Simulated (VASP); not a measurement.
# CoO (R3m) in VASP: further runs, part 2 of 2

VASP 6.6.1. Earlier steps stand in the parts before.

## Step 3: Single point, PBEsol, collinear spin, antiferromagnetic start

This run uses another cell than the first one, of 10.48 Å³/atom, 0.918 times its volume.

INCAR

```
SYSTEM = CoO
PREC     = Accurate       ! precision mode
ENCUT    = 520            ! plane-wave cutoff, eV
EDIFF    = 1E-7           ! SCF threshold, eV
ISMEAR   = 0              ! smearing method
SIGMA    = 0.1            ! smearing width, eV
LREAL    = .FALSE.        ! projectors in reciprocal space
LASPH    = .TRUE.         ! aspherical terms in the spheres
NELM     = 150            ! most SCF steps
ALGO     = Normal         ! electronic algorithm
ISIF     = 2              ! what is computed and relaxed
LWAVE    = .FALSE.        ! write WAVECAR
LCHARG   = .FALSE.        ! write CHGCAR
ISPIN    = 2              ! spin polarisation
MAGMOM   = -2.21 2.21 -0.16 0.16 ! initial moments
LORBIT   = 11             ! projections on sites
LMAXMIX  = 4              ! l up to which the mixer works
GGA      = PS             ! functional
NBANDS   = 27             ! bands
```

KPOINTS

```
Automatic mesh
0
G
  6 6 6
  0 0 0
```

POSCAR

```
CoO
1.0
    1.5651666427      0.9036493825      4.9385349642
   -1.5651666427      0.9036493825      4.9385349642
    0.0000000000     -1.8072987650      4.9385349642
Co O
2 2
Direct
    1.0039664447      1.0039664447      1.0039664447
    0.4970677035      0.4970677035      0.4970677035
    0.3719383118      0.3719383118      0.3719383118
    0.8770268900      0.8770268900      0.8770268900
```

Potentials or basis: VASP PAW PBE potentials, release 64 (Co, O).

Command:

```sh
$ cat potpaw_PBE.64/Co/POTCAR potpaw_PBE.64/O/POTCAR > POTCAR
$ mpirun -np 1 vasp_std > vasp.out
```

OUTCAR:

```text
SYSTEM = CoO
   PREC = Accurate
   ENCUT = 520
   EDIFF = 1E-7
   ISMEAR = 0
   LREAL = .FALSE.
   LASPH = .TRUE.
   NELM = 150
   ISIF = 2
   ISPIN = 2
   LORBIT = 11
   GGA = PS

 ion  position               nearest neighbor table
   1  0.004  0.004  0.004-   3 1.88   3 1.88   3 1.88   4 1.88   2 2.98   2 2.98   2 2.98
   2  0.497  0.497  0.497-   3 1.85   4 1.93   4 1.93   4 1.93   1 2.98   1 2.98   1 2.98
   3  0.372  0.372  0.372-   2 1.85   1 1.88   1 1.88   1 1.88
   4  0.877  0.877  0.877-   1 1.88   2 1.93   2 1.93   2 1.93

  LATTYP: Found a trigonal (rhomboedric) cell.
 ALAT       =     5.2588455405
 COS(alpha) =     0.8228380988

  Lattice vectors:

 A1 = (   1.5651666427,   0.9036493825,   4.9385349642)
 A2 = (  -1.5651666427,   0.9036493825,   4.9385349642)
 A3 = (   0.0000000000,  -1.8072987650,   4.9385349642)

Analysis of symmetry for initial positions (statically):
=====================================================================
 Subroutine PRICEL returns:
 Original cell was already a primitive cell.

 Routine SETGRP: Setting up the symmetry group for a
 trigonal (rhombohedral) supercell.

[... 1645 lines left out ...]
  --------------------------------------------------------------------------------------
  -------------------------------------------------------------------------------------
  Total       -0.1829190     -0.1829190     -0.1139879     -0.0000000     -0.0000000      0.0000000
  in kB       -6.9929343     -6.9929343     -4.3577201     -0.0000000     -0.0000000      0.0000000
  external PRESSURE =      -6.1145296 kB  Pullay stress =       0.0000000 kB

 VOLUME and BASIS-vectors are now :
 -----------------------------------------------------------------------------
  energy-cutoff  :      520.00
  volume of cell :       41.91
      direct lattice vectors                 reciprocal lattice vectors
     1.565166643  0.903649383  4.938534964     0.319454802  0.184437316  0.067496400
    -1.565166643  0.903649383  4.938534964    -0.319454802  0.184437316  0.067496400
     0.000000000 -1.807298765  4.938534964     0.000000000 -0.368874632  0.067496400

 POSITION                                       TOTAL-FORCE (eV/Angst)
 -----------------------------------------------------------------------------------
      0.00000      0.00000      0.05877         0.000000     -0.000000     -0.005247
      0.00000      0.00000      7.36436         0.000000      0.000000      0.035741
      0.00000      0.00000      5.51049         0.000000      0.000000     -0.015620
      0.00000      0.00000     12.99368         0.000000     -0.000000     -0.014873
 -----------------------------------------------------------------------------------
    total drift:                                0.000000      0.000000      0.000101

  FREE ENERGIE OF THE ION-ELECTRON SYSTEM (eV)
  ---------------------------------------------------
  free  energy   TOTEN  =       -28.6929857726 eV

  energy  without entropy=      -28.6790063910  energy(sigma->0) =      -28.68599608

 total charge

# of ion       s       p       d       tot
------------------------------------------
    1        0.386   0.547   7.330   8.263
    2        0.372   0.505   7.273   8.151
    3        1.552   3.449   0.000   5.001
    4        1.550   3.428   0.000   4.978
--------------------------------------------------
tot          3.860   7.929  14.603  26.392

 magnetization (x)

# of ion       s       p       d       tot
------------------------------------------
    1       -0.008  -0.041  -1.658  -1.708
    2        0.008   0.044   2.007   2.059
    3       -0.009  -0.077   0.000  -0.086
    4        0.011   0.144   0.000   0.156
--------------------------------------------------
tot          0.001   0.070   0.349   0.420
```

stdout:

```text
POSCAR found type information on POSCAR CoO
 POSCAR found :  2 types and       4 ions
 scaLAPACK will be used
 -----------------------------------------------------------------------------
|                                                                             |
|                                                                             |
|     You enforced a specific xc type in the INCAR file but a different       |
|     I HOPE YOU KNOW WHAT YOU ARE DOING!                                     |
|                                                                             |
 -----------------------------------------------------------------------------

 LDA part: xc-table for (Slater+PW92), standard interpolation
 POSCAR, INCAR and KPOINTS ok, starting setup
 FFT: planning ... GRIDC
 FFT: planning ... GRID_SOFT
 FFT: planning ... GRID
 WAVECAR not read
 entering main loop
```

Run time: 6.5 min. Hardware: 1 thread of AMD EPYC 7R43 (Zen 3), shared host; peak memory 0.26 GiB.

What came out:

```
Free energy                                           : -28.6930 eV
Pressure                                              : -0.6 GPa
Largest force                                         : 0.036 eV/Å
Net moment                                            : 0.43 μB per cell
Site moments                                          : Co -1.71, +2.06; O -0.09, +0.16 μB
Valence electrons inside the program's atomic spheres : Co 8.26, 8.15; O 5.00, 4.98
```

Forces in eV/Å, atoms in the order of the input:
```
Co   0.000  0.000 -0.005
Co   0.000  0.000  0.036
O    0.000  0.000 -0.016
O    0.000  0.000 -0.015
```

Levels at points of the mesh, in eV from the Fermi level:
Spin up:
| k point | band 12 | band 13 | band 14 | band 15 | band 16 | band 17 | band 18 | band 19 |
| --- | --- | --- | --- | --- | --- | --- | --- | --- |
| (0.00, 0.00, 0.00) | -1.00 | -1.00 | -0.17 | -0.17 | 0.26 | 1.60 | 2.01 | 2.01 |
| (0.50, 0.00, 0.00) | -1.94 | -1.47 | -0.51 | -0.34 | 0.06 | 0.56 | 0.72 | 6.03 |
| (0.50, 0.50, 0.00) | -1.69 | -1.35 | -0.62 | -0.60 | -0.31 | 0.82 | 0.93 | 5.58 |
| (0.50, 0.50, 0.50) | -1.33 | -1.26 | 0.24 | 0.24 | 0.88 | 1.97 | 1.97 | 2.67 |
Spin down:
```csv
k point,band 13,band 14,band 15,band 16,band 17,band 18
"(0.00, 0.00, 0.00)",-0.90,0.22,0.22,0.32,1.69,1.90
"(0.50, 0.00, 0.00)",-1.16,-0.29,-0.26,0.25,0.61,1.00
"(0.50, 0.50, 0.00)",-1.23,-0.50,-0.39,0.16,0.81,1.06
"(0.50, 0.50, 0.50)",-0.87,0.55,0.55,0.72,1.86,1.86
```

Caveat: the k points lie up to 0.39 Å⁻¹ apart; the PAW data sets were made with another functional, which shifts forces and pressure a little; semilocal functionals often make such compounds metallic where correlation or magnetic order opens a gap, which also shifts bond lengths. With open d or f shells a metallic result of PBEsol can be an artefact of self-interaction; +U or a hybrid may open a gap.

## Step 4: Single point, PBEsol, collinear spin, antiferromagnetic start

INCAR

```
  PREC = Accurate
  ENCUT = 520
  EDIFF = 1E-7
  ISMEAR = 0
  SIGMA = 0.1
  LREAL = F
  LASPH = T
  NELM = 150
  ALGO = Normal
  ISIF = 2
  LWAVE = F
  LCHARG = F
  ISPIN = 2
  MAGMOM = -3 3 0 0
  LORBIT = 11
  LMAXMIX = 4
  GGA = PS
  NBANDS = 27
```

KPOINTS

```
Automatic mesh
0
Gamma
  6 6 6
```

POSCAR

```
CoO
1.0
    1.6022198417      0.9250420569      5.1329417806
   -1.6022198417      0.9250420569      5.1329417806
    0.0000000000     -1.8500841138      5.1329417806
Co O
2 2
Direct
    0.9994877300      0.9994877300      0.9994877300
    0.4994905900      0.4994905900      0.4994905900
    0.3754955300      0.3754955300      0.3754955300
    0.8755255000      0.8755255000      0.8755255000
```

Command:

```sh
$ cat potpaw_PBE.64/Co/POTCAR potpaw_PBE.64/O/POTCAR > POTCAR
$ mpirun -np 1 vasp_std > vasp.out
```

Run time: 6.9 min. Hardware: 1 thread of AMD EPYC 7R43 (Zen 3), shared host; peak memory 0.29 GiB.

It converged, with:

```
Free energy                                           : -28.5699 eV
Pressure                                              : -10.0 GPa
Largest force                                         : 0.099 eV/Å
Band gap on the k mesh                                : zero (filled and empty bands overlap)
Net moment                                            : 0.00 μB per cell
Site moments                                          : Co -2.16, +2.16; O -0.15, +0.15 μB
Valence electrons inside the program's atomic spheres : Co 8.02; O 4.96
```

Forces in eV/Å, atoms in the order of the input:
```
Co   0.000  0.000 -0.095
Co   0.000  0.000 -0.098
O    0.000  0.000  0.099
O    0.000  0.000  0.093
```

Stress tensor (GPa, compression positive):
```
 -9.39   0.00   0.00
  0.00  -9.39   0.00
  0.00   0.00 -11.34
```

Levels at points of the mesh, in eV from the Fermi level:
Spin up:
```tsv
k point	band 13	band 14	band 15	band 16	band 17	band 18
(0.00, 0.00, 0.00)	-0.95	-0.20	-0.20	0.06	1.55	1.86
(0.50, 0.00, 0.00)	-1.41	-0.31	-0.19	0.06	0.50	0.97
(0.50, 0.50, 0.00)	-1.46	-0.47	-0.41	0.04	0.79	1.06
(0.50, 0.50, 0.50)	-1.17	0.10	0.10	0.75	1.82	1.82
```
Spin down:
```csv
k point,band 12,band 13,band 14,band 15,band 16,band 17,band 18,band 19
"(0.00, 0.00, 0.00)",-0.95,-0.95,-0.20,-0.20,0.06,1.55,1.86,1.86
"(0.50, 0.00, 0.00)",-1.88,-1.41,-0.31,-0.19,0.06,0.50,0.97,5.75
"(0.50, 0.50, 0.00)",-1.70,-1.46,-0.47,-0.41,0.05,0.79,1.06,5.35
"(0.50, 0.50, 0.50)",-1.17,-1.17,0.10,0.10,0.75,1.82,1.82,2.49
```

Caveat: the k points lie up to 0.38 Å⁻¹ apart; the PAW data sets were made with another functional, which shifts forces and pressure a little; semilocal functionals often make such compounds metallic where correlation or magnetic order opens a gap, which also shifts bond lengths. With open d or f shells a metallic result of PBEsol can be an artefact of self-interaction; +U or a hybrid may open a gap.
